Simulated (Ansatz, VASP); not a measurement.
Given: the input of a run of Ansatz 0.2.0 on Ga.

input.yaml

```yaml
crystal:
  lattice:
    - [1.4690811355, -4.1184929765, 0.0]
    - [1.4690811355, 4.1184929765, 0.0]
    - [0.0, 0.0, 3.2117153101]
  atoms:
    - { symbol: Ga, position: [0.133, 0.867, 0.75] }
    - { symbol: Ga, position: [0.867, 0.133, 0.25] }
hamiltonian:
  xc: lda
  pseudopotentials: { kind: paw }
kpoints:
  mp_grid: { grid: [10, 10, 8] }
scf:
  occupations: { method: fermi_dirac, width: 0.05 }
output:
  forces: true
  stress: true
  eigenvalues: true
```

Potentials or basis: Ansatz PAW.

The run is started by

```sh
$ ansatz run input.yaml --threads 1 --pin off --max-ram 3584MiB --backend cpu --events-out ev --progress --plain --runs-dir out
```

Task: Translate it to VASP 6.6.1. Potentials there: VASP PAW LDA potentials, release 64 (Ga_d).

Result: As run (the cutoff follows the program's own potentials):

Contents of INCAR:

```
SYSTEM = Ga
PREC = Accurate
ENCUT = 520
EDIFF = 1E-7
ISMEAR = -1
SIGMA = 0.05
LREAL = .False.
LASPH = .True.
NELM = 80
ALGO = Normal
ISIF = 2
LWAVE = .False.
LCHARG = .False.
NBANDS = 20
```

The input KPOINTS:

```
Automatic mesh
0
Gamma
  10 10 8
  0 0 0
```

POSCAR

```
Ga
1.0
    1.4690811355     -4.1184929765      0.0000000000
    1.4690811355      4.1184929765      0.0000000000
    0.0000000000      0.0000000000      3.2117153101
Ga
2
Direct
    0.1330000000      0.8670000000      0.7500000000
    0.8670000000      0.1330000000      0.2500000000
```

Potentials or basis: VASP PAW LDA potentials, release 64 (Ga_d).

Launch:

```console
$ cat potpaw_LDA.64/Ga_d/POTCAR > POTCAR
$ mpirun -np 1 vasp_std > vasp.out
```

Both were run:

|  | VASP | Ansatz | Ansatz less VASP |
| --- | --- | --- | --- |
| gap on the k mesh at the Fermi level (eV) | none | none | - |
| pressure (GPa) | -5.5 | -5.6 | -0.11 |
| traceless stress, the component that is largest in VASP (GPa) | 1.02 | 1.00 | -0.022 |
| rms of the force components (eV/Å) | 0.107 | 0.105 | -0.0015 |

LDA's correlation is that of Perdew and Zunger in VASP and of Perdew and Wang (1992) in Ansatz. Atom by atom the forces differ by 0.001 eV/Å (rms over components). A gap of «none» marks a metal or a gap that the smearing closes.
